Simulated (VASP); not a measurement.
# Ge in VASP: notebook, part 2 of 2

VASP 6.6.1.

## 3. Single point, PBEsol (strain -0.015 along x and y, -0.015 along z)

Input file INCAR:

```
SYSTEM = Ge
ALGO     = Normal         ! electronic algorithm
EDIFF    = 1E-6           ! SCF threshold, eV
ENCUT    = 520            ! plane-wave cutoff, eV
GGA      = PS             ! functional
ISIF     = 2              ! what is computed and relaxed
ISMEAR   = 0              ! smearing method
LASPH    = .TRUE.         ! aspherical terms in the spheres
LCHARG   = .FALSE.        ! write CHGCAR
LREAL    = .FALSE.        ! projectors in reciprocal space
LWAVE    = .FALSE.        ! write WAVECAR
NBANDS   = 66             ! bands
NELM     = 100            ! most SCF steps
PREC     = Accurate       ! precision mode
SIGMA    = 0.15           ! smearing width, eV
```

Input file KPOINTS:

```
k-points
0
G
  8 8 8
  0 0 0
```

Input file POSCAR:

```
Ge
1.0
   -3.4176181512      3.4176181512      3.4176181512
    3.4176181512     -3.4176181512      3.4176181512
    3.4176181512      3.4176181512     -3.4176181512
Ge
8
Direct
    0.5000000000      0.0000000000      0.7958385091
    0.7958385091      0.5000000000      0.0000000000
    0.0000000000      0.7958385091      0.5000000000
    0.7041614909      0.7041614909      0.7041614909
    0.5000000000      0.0000000000      0.2041614909
    0.2041614909      0.5000000000      0.0000000000
    0.0000000000      0.2041614909      0.5000000000
    0.2958385091      0.2958385091      0.2958385091
```

Potentials or basis: VASP PAW PBE potentials, release 64 (Ge_d).

The run is started by

```console
$ cat potpaw_PBE.64/Ge_d/POTCAR > POTCAR
$ mpirun -np 1 vasp_std > vasp.out
```

OUTCAR:

```text
SYSTEM = Ge
   EDIFF = 1E-6
   ENCUT = 520
   GGA = PS
   ISIF = 2
   ISMEAR = 0
   LASPH = .TRUE.
   LREAL = .FALSE.
   NELM = 100
   PREC = Accurate

 ion  position               nearest neighbor table
   1  0.500  0.000  0.796-   5 2.42   4 2.46   2 2.46   3 2.46
   2  0.796  0.500  0.000-   6 2.42   4 2.46   3 2.46   1 2.46
   3  0.000  0.796  0.500-   7 2.42   4 2.46   1 2.46   2 2.46
   4  0.704  0.704  0.704-   8 2.42   2 2.46   3 2.46   1 2.46
   5  0.500  0.000  0.204-   1 2.42   7 2.46   8 2.46   6 2.46
   6  0.204  0.500  0.000-   2 2.42   5 2.46   8 2.46   7 2.46
   7  0.000  0.204  0.500-   3 2.42   6 2.46   8 2.46   5 2.46
[... 1871 lines left out ...]
  Total        3.4330225      3.4330225      3.4330225      0.0000000      0.0000000     -0.0000000
  in kB       34.4474145     34.4474145     34.4474145      0.0000000      0.0000000     -0.0000000
  external PRESSURE =      34.4474145 kB  Pullay stress =       0.0000000 kB

 VOLUME and BASIS-vectors are now :
 -----------------------------------------------------------------------------
  energy-cutoff  :      520.00
  volume of cell :      159.67
      direct lattice vectors                 reciprocal lattice vectors
    -3.417618151  3.417618151  3.417618151     0.000000000  0.146300721  0.146300721
     3.417618151 -3.417618151  3.417618151     0.146300721  0.000000000  0.146300721
     3.417618151  3.417618151 -3.417618151     0.146300721  0.146300721  0.000000000

 POSITION                                       TOTAL-FORCE (eV/Angst)
 -----------------------------------------------------------------------------------
      1.01106      4.42868     -1.01106        -0.086660     -0.086660      0.086660
     -1.01106      1.01106      4.42868         0.086660     -0.086660     -0.086660
      4.42868     -1.01106      1.01106        -0.086660      0.086660     -0.086660
      2.40656      2.40656      2.40656         0.086660      0.086660      0.086660
     -1.01106      2.40656      1.01106         0.086660      0.086660     -0.086660
      1.01106     -1.01106      2.40656        -0.086660      0.086660      0.086660
      2.40656      1.01106     -1.01106         0.086660     -0.086660      0.086660
      1.01106      1.01106      1.01106        -0.086660     -0.086660     -0.086660
 -----------------------------------------------------------------------------------
    total drift:                                0.000000      0.000000      0.000000

  FREE ENERGIE OF THE ION-ELECTRON SYSTEM (eV)
  ---------------------------------------------------
  free  energy   TOTEN  =       -38.4993656489 eV

  energy  without entropy=      -38.4842482314  energy(sigma->0) =      -38.49180694
```

OSZICAR:

```text
N       E                     dE             d eps       ncg     rms          rms(c)
DAV:   1     0.135907256875E+04    0.13591E+04   -0.50461E+04  5444   0.488E+03
DAV:   2     0.239330623953E+03   -0.11197E+04   -0.10877E+04  4620   0.111E+03
DAV:   3    -0.121513822740E+02   -0.25148E+03   -0.24160E+03  4704   0.275E+02
DAV:   4    -0.380239636123E+02   -0.25873E+02   -0.24818E+02  5374   0.924E+01
DAV:   5    -0.390004321467E+02   -0.97647E+00   -0.96726E+00  5214   0.198E+01    0.649E+00
DAV:   6    -0.386425570835E+02    0.35788E+00   -0.44140E-01  5276   0.420E+00    0.354E+00
DAV:   7    -0.384997581103E+02    0.14280E+00   -0.32705E-01  5410   0.311E+00    0.418E-01
DAV:   8    -0.384990878904E+02    0.67022E-03   -0.54677E-02  5202   0.156E+00    0.200E-01
DAV:   9    -0.384993442863E+02   -0.25640E-03   -0.37685E-03  5258   0.304E-01    0.111E-01
DAV:  10    -0.384993573948E+02   -0.13109E-04   -0.16954E-04  5786   0.709E-02    0.358E-02
DAV:  11    -0.384993654393E+02   -0.80445E-05   -0.22722E-05  5158   0.262E-02    0.473E-03
DAV:  12    -0.384993656489E+02   -0.20953E-06   -0.10557E-06  3336   0.753E-03
   1 F= -.38499366E+02 E0= -.38491807E+02  d E =-.151174E-01
```

stdout:

```text
POSCAR found type information on POSCAR Ge
 POSCAR found :  1 types and       8 ions
 scaLAPACK will be used
 -----------------------------------------------------------------------------
|                                                                             |
|                                                                             |
|     You enforced a specific xc type in the INCAR file but a different       |
|     I HOPE YOU KNOW WHAT YOU ARE DOING!                                     |
|                                                                             |
 -----------------------------------------------------------------------------

 LDA part: xc-table for (Slater+PW92), standard interpolation
 POSCAR, INCAR and KPOINTS ok, starting setup
 FFT: planning ... GRIDC
 FFT: planning ... GRID_SOFT
 FFT: planning ... GRID
 WAVECAR not read
 entering main loop
```

Wall time 9.1 min (1 thread of Intel Xeon 8259CL, shared host); peak memory 0.46 GiB.

What came out:

```
Free energy            : -38.4994 eV
Pressure               : 3.4 GPa
Largest force          : 0.150 eV/Å
Band gap on the k mesh : zero (bands 56 and 57 overlap by 0.66 eV)
```

Forces on the atoms (eV/Å):
```
Ge  -0.087 -0.087  0.087
Ge   0.087 -0.087 -0.087
Ge  -0.087  0.087 -0.087
Ge   0.087  0.087  0.087
Ge   0.087  0.087 -0.087
Ge  -0.087  0.087  0.087
Ge   0.087 -0.087  0.087
Ge  -0.087 -0.087 -0.087
```

Caveat: the cell differs from its parent crystal (strain -0.015 along x and y, -0.015 along z); the cell stands under pressure; semilocal functionals underestimate gaps, so a narrow gap can read as zero; the PAW data sets were made with another functional, which shifts forces and pressure a little.

## 4. Single point, PBEsol (strain +0.015 along x and y, +0.015 along z)

Input file INCAR:

```
  PREC = Accurate
  ENCUT = 520
  EDIFF = 1E-7
  ISMEAR = 0
  SIGMA = 0.15
  LREAL = False
  LASPH = True
  NELM = 100
  ALGO = Normal
  ISIF = 2
  LWAVE = False
  LCHARG = True
  GGA = PS
  LELF = True
  LVHAR = True
  NBANDS = 66
```

Input file KPOINTS:

```
regular mesh
0
Gamma
  8 8 8
```

POSCAR, as its differences from that of step 3:

```diff
@@ -2,5 +2,5 @@
 1.0
-   -3.4176181512      3.4176181512      3.4176181512
-    3.4176181512     -3.4176181512      3.4176181512
-    3.4176181512      3.4176181512     -3.4176181512
+   -3.5217080442      3.5217080442      3.5217080442
+    3.5217080442     -3.5217080442      3.5217080442
+    3.5217080442      3.5217080442     -3.5217080442
 Ge
```

The run is started by

```console
$ cat potpaw_PBE.64/Ge_d/POTCAR > POTCAR
$ mpirun -np 1 vasp_std > vasp.out
```

It took 12 min on 1 thread of Intel Xeon 8259CL, shared host; peak memory 0.48 GiB.

Results (log left out):

```
Free energy            : -38.5047 eV
Pressure               : -2.9 GPa
Largest force          : 0.123 eV/Å
Band gap on the k mesh : zero (bands 56 and 57 overlap by 0.81 eV)
```

Forces in eV/Å, atoms in the order of the input:
```
Ge   0.071  0.071 -0.071
Ge  -0.071  0.071  0.071
Ge   0.071 -0.071  0.071
Ge  -0.071 -0.071 -0.071
Ge  -0.071 -0.071  0.071
Ge   0.071 -0.071 -0.071
Ge  -0.071  0.071 -0.071
Ge   0.071  0.071  0.071
```

Levels at points of the mesh, in eV from the Fermi level:
```
           k point  band 52  band 53  band 54  band 55  band 56  band 57  band 58  band 59  band 60  band 61
(0.00, 0.00, 0.00)    -3.43    -3.43    -1.24    -1.24    -0.71     1.54     1.54     1.54     3.74     3.74
(0.50, 0.00, 0.00)    -2.37    -1.82    -1.82    -1.03    -1.03     0.39     0.39     1.78     1.78     2.36
(0.50, 0.50, 0.50)    -2.28    -2.28    -1.77     0.46     0.46     0.46     1.29     2.31     2.74     2.74
```

Caveat: the cell differs from its parent crystal (strain +0.015 along x and y, +0.015 along z); the PAW data sets were made with another functional, which shifts forces and pressure a little.

## 5. Single point, PBEsol (strain +0.000 along x and y, -0.015 along z)

Input file INCAR:

```
PREC = Accurate
ENCUT = 520
EDIFF = 1E-7
ISMEAR = 0
SIGMA = 0.15
LREAL = F
LASPH = T
NELM = 80
ALGO = Fast
ISIF = 2
LWAVE = F
LCHARG = F
GGA = PS
NBANDS = 66
```

Input file KPOINTS:

```
Automatic mesh
0
Gamma
  8 8 8
```

POSCAR, as its differences from that of step 4:

```diff
@@ -2,5 +2,5 @@
 1.0
-   -3.5217080442      3.5217080442      3.5217080442
-    3.5217080442     -3.5217080442      3.5217080442
-    3.5217080442      3.5217080442     -3.5217080442
+   -3.4696630977      3.4696630977      3.4176181512
+    3.4696630977     -3.4696630977      3.4176181512
+    3.4696630977      3.4696630977     -3.4176181512
 Ge
```

The run is started by

```console
$ cat potpaw_PBE.64/Ge_d/POTCAR > POTCAR
$ mpirun -np 1 vasp_std > vasp.out
```

Wall time 24 min (1 thread of Oxide Virtual Turin-like, shared host); peak memory 0.74 GiB.

The run converged. Its results:

```
Free energy            : -38.5600 eV
Pressure               : 1.0 GPa
Largest force          : 0.099 eV/Å
Band gap on the k mesh : zero (bands 56 and 57 overlap by 0.76 eV)
```

Forces in eV/Å, atoms in the order of the input:
```
Ge  -0.095 -0.013 -0.025
Ge   0.095 -0.013  0.025
Ge  -0.095  0.013  0.025
Ge   0.095  0.013 -0.025
Ge   0.095  0.013  0.025
Ge  -0.095  0.013 -0.025
Ge   0.095 -0.013 -0.025
Ge  -0.095 -0.013  0.025
```

Stress tensor (GPa, compression positive):
```
0.47 0.00 0.00
0.00 0.47 0.00
0.00 0.00 2.17
```

Levels at points of the mesh, in eV from the Fermi level:
```tsv
k point	band 54	band 55	band 56	band 57	band 58	band 59
(0.00, 0.00, 0.00)	-1.43	-1.36	-0.80	1.53	1.53	1.82
(0.50, 0.00, 0.00)	-1.97	-1.15	-1.15	0.34	0.34	1.81
(0.50, 0.00, 0.50)	-2.00	-1.22	-1.22	0.44	0.44	1.80
(0.50, 0.50, 0.00)	-2.00	-1.12	-1.12	0.37	0.37	1.84
(0.50, 0.50, 0.50)	-1.57	0.38	0.44	0.50	1.49	2.43
```

Caveat: the cell differs from its parent crystal (strain +0.000 along x and y, -0.015 along z); semilocal functionals underestimate gaps, so a narrow gap can read as zero; the PAW data sets were made with another functional, which shifts forces and pressure a little.

## 6. Overview

| cell | gap on the mesh (eV) | pressure (GPa) | largest force (eV/Å) |
| --- | --- | --- | --- |
| a = 5.829 Å, angles 109.5°, 8 atoms | none | 7.9 | 0.33 |
| a = 5.919 Å, angles 109.5°, 8 atoms | none | 3.4 | 0.15 |
| a = 6.100 Å, angles 109.5°, 8 atoms | none | -2.9 | 0.12 |
| a = 5.980 Å, angles 109.1, 109.1, 110.3°, 8 atoms | none | 1.0 | 0.10 |

Alike in all rows: task single point; level PBEsol; potentials or basis VASP PAW PBE potentials, release 64 (Ge_d); no spin polarisation; k mesh 8 × 8 × 8; cutoff (eV) 520; smearing gaussian 0.15 eV.

Caveats: the PAW data sets were made with another functional, which shifts forces and pressure a little; semilocal functionals underestimate gaps, so a narrow gap can read as zero (at least some runs); the cell stands under pressure (at least some runs).

Total energies depend on the potentials used, so only differences within one code and one set of settings carry meaning.
